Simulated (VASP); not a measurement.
Write the native input for VASP 6.6.1 that does the following.

- Task: single point
- Functional: LDA
- Potentials or basis: VASP PAW LDA potentials, release 64 (B, N)
- Cutoff: 600 eV
- k mesh: 12 × 12 × 12
- Occupations: gaussian, width 0.02 eV
- Spin: no spin polarisation
- Dipole correction: no
- Further INCAR settings: ALGO = Normal; EDIFF = 1e-06; NBANDS = 11

The structure of BN lies in POSCAR:

```
BN
1.0
    0.0000000000      3.2788514030      2.1527936082
    1.2448188583      0.0000000000      2.1527936082
    1.2448188583      3.2788514030      0.0000000000
B N
1 1
Direct
    0.0001258530      0.0001258530      0.9998741470
    0.6665741370      0.6665741370      0.3334258630
```

One way to write it, as run:

INCAR

```
SYSTEM = BN
PREC = Accurate ; ENCUT = 600
EDIFF = 1E-6 ; ISMEAR = 0
SIGMA = 0.02 ; LREAL = .FALSE.
LASPH = .TRUE. ; NELM = 120
ALGO = Normal ; ISIF = 2
LWAVE = .FALSE. ; LCHARG = .FALSE.
NBANDS = 11 ; GGA_COMPAT = .FALSE.
```

KPOINTS

```
regular mesh
0
G
  12 12 12
  0 0 0
```

Potentials or basis: VASP PAW LDA potentials, release 64 (B, N).

Run with:

```bash
$ cat potpaw_LDA.64/B/POTCAR potpaw_LDA.64/N/POTCAR > POTCAR
$ mpirun -np 1 vasp_std > vasp.out
```

It gave:

| Item | Value |
| --- | --- |
| Pressure | 0.5 GPa |
| Band gap on the k mesh | 3.38 eV (least direct gap 4.44 eV) |

Run time: 24 s on 1 thread of AMD EPYC 9R45 96-Core Processor (Zen 5) (shared host), peak memory 0.15 GiB.
